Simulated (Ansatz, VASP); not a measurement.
## Ge: VASP beside Ansatz

File INCAR:

```
ALGO = Normal
DIPOL = 0.5 0.5 0.375
EDIFF = 1E-6
ENCUT = 520
GGA = PE
IDIPOL = 3
ISIF = 2
ISMEAR = 0
IVDW = 12
LASPH = T
LCHARG = T
LDIPOL = T
LELF = T
LREAL = F
LVACPOTAV = T
LVHAR = T
LWAVE = F
NBANDS = 36
NELM = 100
PREC = Accurate
SIGMA = 0.1
```

The input KPOINTS:

```
k-points
0
Gamma
  9 9 1
```

The input POSCAR:

```
Ge
1.0
    4.0226895311      0.0000000000      0.0000000000
   -2.0113447656      3.4837513255      0.0000000000
    0.0000000000      0.0000000000     18.8685220517
Ge
4
Direct
    0.3333333333      0.6666666667      0.2747571332
    0.6666666667      0.3333333333      0.2384924472
    0.8888888889      0.1111111111      0.5108254915
    0.5555555556      0.4444444444      0.4745608056
```

Input for Ansatz:

```yaml
crystal:
  lattice:
    - [4.0226895311, 0.0, 0.0]
    - [-2.0113447656, 3.4837513255, 0.0]
    - [0.0, 0.0, 18.8685220517]
  atoms:
    - { symbol: Ge, position: [0.3333333333, 0.6666666667, 0.2747571332] }
    - { symbol: Ge, position: [0.6666666667, 0.3333333333, 0.2384924472] }
    - { symbol: Ge, position: [0.8888888889, 0.1111111111, 0.5108254915] }
    - { symbol: Ge, position: [0.5555555556, 0.4444444444, 0.4745608056] }
basis:
  ecutwfc: 420
kpoints:
  mp_grid: { grid: [9, 9, 1] }
hamiltonian:
  xc: pbe
  pseudopotentials: { kind: paw, azcp: { folder: soft_1 } }
  dispersion: d3bj
scf:
  occupations: { method: gaussian, width: 0.1 }
output:
  forces: true
  eigenvalues: true
efield:
  axis: 3
  dipole_correction: true
  ramp_width: 0.04
```

Alike in both runs: task single point; functional PBE; dispersion D3(BJ); k mesh 9 × 9 × 1; occupations gaussian, width 0.1 eV; no spin polarisation.

|  | VASP | Ansatz |
| --- | --- | --- |
| version | VASP 6.6.1 | Ansatz 0.2.0 |
| potentials or method | VASP PAW PBE potentials, release 64 (Ge_d), cutoff 520 eV | scalar-relativistic, plane waves, PAW |
| valence electrons in the cell | 56 | 56 |

|  | VASP | Ansatz | Ansatz less VASP |
| --- | --- | --- | --- |
| gap on the k mesh at the Fermi level (eV) | 0.31 | 0.31 | 0.000 |
| least direct gap on the mesh (eV) | 0.31 | 0.31 | 0.000 |
| rms of the force components (eV/Å) | 0.077 | 0.077 | 0.0000 |

Atom by atom the forces differ by 0.001 eV/Å (rms over components).
